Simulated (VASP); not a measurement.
# W (Immm) in VASP: further runs, part 2 of 2

VASP 6.6.1. The steps go on from the part before.

## (4) Single point, r2SCAN (strain -0.0300 x Voigt [0, 0, 0, 1, 0, 0])

Contents of POSCAR:

```
W
1.0
    0.0000000000      1.9995500000      1.9995500000
    2.0300000000     -0.0304500000      2.0300000000
    2.0300000000      2.0300000000     -0.0304500000
W
1
Direct
    0.0000000000      0.0000000000      0.0000000000
```

Contents of INCAR.step1:

```
PREC = Accurate
ENCUT = 520
ISMEAR = 0
SIGMA = 0.15
LREAL = False
LASPH = True
NELM = 60
NBANDS = 13
GGA = PE
ALGO = Normal
EDIFF = 1E-4
LWAVE = True
LCHARG = False
```

Contents of INCAR.step2:

```
PREC = Accurate
ENCUT = 520
EDIFF = 1E-6
ISMEAR = 0
SIGMA = 0.15
LREAL = False
LASPH = True
NELM = 60
ALGO = Normal
ISIF = 2
LWAVE = False
LCHARG = False
METAGGA = R2SCAN
LMIXTAU = True
NBANDS = 13
ISTART = 1
```

Contents of KPOINTS:

```
Automatic mesh
0
Gamma
  20 20 20
```

Potentials or basis: VASP PAW PBE potentials, release 64 (W_sv).

The run is started by

```console
> cat potpaw_PBE.64/W_sv/POTCAR > POTCAR
> cp INCAR.step1 INCAR
> mpirun -np 1 vasp_std > vasp.out
> cp INCAR.step2 INCAR
> mpirun -np 1 vasp_std > vasp.out
```

OUTCAR:

```text
PREC = Accurate
   ENCUT = 520
   EDIFF = 1E-6
   ISMEAR = 0
   LREAL = False
   LASPH = True
   NELM = 60
   ISIF = 2
   METAGGA = R2SCAN
   ISTART = 1

 ion  position               nearest neighbor table
   1  0.000  0.000  0.000-

  LATTYP: Found a body centered orthorhombic cell.
 ALAT       =     2.8277907286
 B/A-ratio  =     1.0304568528
 C/A-ratio  =     1.4357498095

  Lattice vectors:

 A1 = (  -2.0300000000,   0.0304500000,  -2.0300000000)
 A2 = (  -2.0300000000,  -0.0304500000,   2.0300000000)
[... 564 lines left out ...]
     13      29.5424      0.00000

 [... further k-points ...]

------------------------ aborting loop because EDIFF is reached ----------------------------------------

  FORCE on cell =-STRESS in cart. coord.  units (eV):
  Direction    XX          YY          ZZ          XY          YZ          ZX
  --------------------------------------------------------------------------------------
  -------------------------------------------------------------------------------------
  Total       -0.7452592     -0.8233360     -0.8233360      0.0000000     -0.5489555      0.0000000
  in kB      -71.3834541    -78.8619078    -78.8619078      0.0000000    -52.5808161      0.0000000
  external PRESSURE =     -76.3690899 kB  Pullay stress =       0.0000000 kB

 VOLUME and BASIS-vectors are now :
 -----------------------------------------------------------------------------
  energy-cutoff  :      520.00
  volume of cell :       16.73
      direct lattice vectors                 reciprocal lattice vectors
     0.000000000  1.999550000  1.999550000    -0.246305419  0.250056263  0.250056263
     2.030000000 -0.030450000  2.030000000     0.246305419 -0.242665437  0.242665437
     2.030000000  2.030000000 -0.030450000     0.246305419  0.242665437 -0.242665437

 POSITION                                       TOTAL-FORCE (eV/Angst)
 -----------------------------------------------------------------------------------
      0.00000      0.00000      0.00000         0.000000      0.000000     -0.000000
 -----------------------------------------------------------------------------------
    total drift:                               -0.000000      0.000000      0.000000

  FREE ENERGIE OF THE ION-ELECTRON SYSTEM (eV)
  ---------------------------------------------------
  free  energy   TOTEN  =       -50.8002421371 eV

  energy  without entropy=      -50.7878045401  energy(sigma->0) =      -50.79402334
```

OUTCAR.step1:

```text
PREC = Accurate
   ENCUT = 520
   ISMEAR = 0
   LREAL = False
   LASPH = True
   NELM = 60
[... 601 lines left out ...]

 POSITION                                       TOTAL-FORCE (eV/Angst)
 -----------------------------------------------------------------------------------
      0.00000      0.00000      0.00000         0.000000      0.000000     -0.000000
 -----------------------------------------------------------------------------------
    total drift:                               -0.000000      0.000000      0.000000

  FREE ENERGIE OF THE ION-ELECTRON SYSTEM (eV)
  ---------------------------------------------------
  free  energy   TOTEN  =       -12.4802632121 eV

  energy  without entropy=      -12.4663644303  energy(sigma->0) =      -12.47331382
```

OSZICAR.step1:

```text
N       E                     dE             d eps       ncg     rms          rms(c)
DAV:   1     0.849195879788E+02    0.84920E+02   -0.74876E+03 30469   0.122E+03
DAV:   2    -0.114376431953E+02   -0.96357E+02   -0.92784E+02 33906   0.315E+02
DAV:   3    -0.131143638674E+02   -0.16767E+01   -0.16692E+01 33586   0.401E+01
DAV:   4    -0.131218392705E+02   -0.74754E-02   -0.74750E-02 34056   0.296E+00
DAV:   5    -0.131219085199E+02   -0.69249E-04   -0.69250E-04 34001   0.268E-01    0.184E+01
DAV:   6    -0.126099436940E+02    0.51196E+00   -0.44734E-01 32286   0.879E+00    0.700E+00
DAV:   7    -0.124845132732E+02    0.12543E+00   -0.21306E-01 34121   0.571E+00    0.616E-01
DAV:   8    -0.124803501113E+02    0.41632E-02   -0.41171E-03 30706   0.827E-01    0.854E-02
DAV:   9    -0.124802632121E+02    0.86899E-04   -0.12040E-04 25983   0.133E-01
   1 F= -.12480263E+02 E0= -.12473314E+02  d E =-.138988E-01
```

It took 9.6 min on 1 thread of Intel Xeon Platinum 8259CL at 2.50GHz (Skylake/Cascade Lake), shared host; peak memory 0.35 GiB.

What came out:

```yaml
Free_energy: -50.8002 eV
Pressure: -7.6 GPa
Band_gap_on_the_k_mesh: zero (bands 7 and 8 overlap by 3.40 eV)
```

Levels at points of the mesh, in eV from the Fermi level:
```csv
k point,band 3,band 4,band 5,band 6,band 7,band 8,band 9,band 10,band 11,band 12
"(0.00, 0.00, 0.00)",-38.65,-38.61,-9.41,-0.90,-0.63,-0.29,2.72,2.72,13.31,18.48
"(0.50, 0.00, 0.00)",-38.84,-38.82,-5.79,-1.02,-0.57,0.53,4.98,5.29,10.72,12.83
"(0.00, 0.50, 0.00)",-38.80,-38.76,-5.87,-0.93,-0.46,0.21,4.88,5.22,10.29,13.06
"(0.50, 0.50, 0.00)",-39.06,-39.06,-5.61,-4.69,2.88,5.09,5.75,5.80,12.10,12.12
"(0.00, 0.50, 0.50)",-39.12,-39.00,-5.61,-4.70,2.87,5.15,5.73,5.79,11.60,12.63
```

Caveat: the cell differs from its parent crystal (strain -0.0300 x Voigt [0, 0, 0, 1, 0, 0]); the cell stands under tension; the PAW data sets were made with another functional, which shifts forces and pressure a little; spin-orbit coupling is left out, which moves the levels of the heavy elements.

## (5) The runs side by side

```csv
cell,gap on the mesh (eV),pressure (GPa)
"a = 2.785, b = 2.871, c = 2.871 Å, angles 62.0, 61.0, 61.0°, 1 atom",none,-7.1
"a = 2.935, b = 2.871, c = 2.871 Å, angles 58.5, 59.3, 59.3°, 1 atom",none,-7.4
"a = 2.828, b = 2.871, c = 2.871 Å, angles 61.0, 60.5, 60.5°, 1 atom",none,-7.6
```

Alike in all rows: task single point; level r2SCAN; potentials or basis VASP PAW PBE potentials, release 64 (W_sv); no spin polarisation; k mesh 20 × 20 × 20; cutoff (eV) 520; smearing gaussian 0.15 eV.

Caveats: the cell stands under tension; the PAW data sets were made with another functional, which shifts forces and pressure a little; spin-orbit coupling is left out, which moves the levels of the heavy elements.

Absolute energies hang on the potentials; compare differences alone.
